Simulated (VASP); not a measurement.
C: single point with PBE

The system is C.

```
C
1.0
     4.82232   -3.37663   -0.10781
     4.82232    3.37663   -0.10781
    -2.89799    0.00000    4.94495
C
8
Cartesian
  8.3709 0.0000 -0.0846
  -1.6242 0.0000 4.8140
  0.5481 0.0000 1.1572
  6.1985 0.0000 3.5721
  4.4598 -2.3311 0.5363
  2.2869 -2.3311 4.1930
  2.2869 2.3311 4.1930
  4.4598 2.3311 0.5363
```

- Program: VASP 6.6.1
- Task: single point
- Functional: PBE
- Potentials or basis: VASP PAW PBE potentials, release 64 (C_h)
- Cutoff: 910 eV
- k mesh: 6 × 6 × 6
- Occupations: gaussian, width 0.02 eV
- Spin: no spin polarisation
- Dipole correction: no
- Further INCAR settings: ALGO = Normal; EDIFF = 1e-06; NBANDS = 26

The pressure is 0.0 GPa. The largest force is 0.032 eV/Å.

Forces on the atoms (eV/Å):
```
C   -0.031  0.000  0.004
C    0.031  0.000 -0.004
C    0.012  0.000  0.029
C   -0.012  0.000 -0.029
C   -0.009  0.026  0.017
C    0.009  0.026 -0.017
C    0.009 -0.026 -0.017
C   -0.009 -0.026  0.017
```

Wall time 5.7 min on 1 thread of Intel(R) Xeon(R) 6975P-C (Granite Rapids) (shared host), peak memory 0.75 GiB.

Caveat: this functional lacks dispersion, which binds layers or chains, so the pressure and a relaxed spacing across them are unreliable.
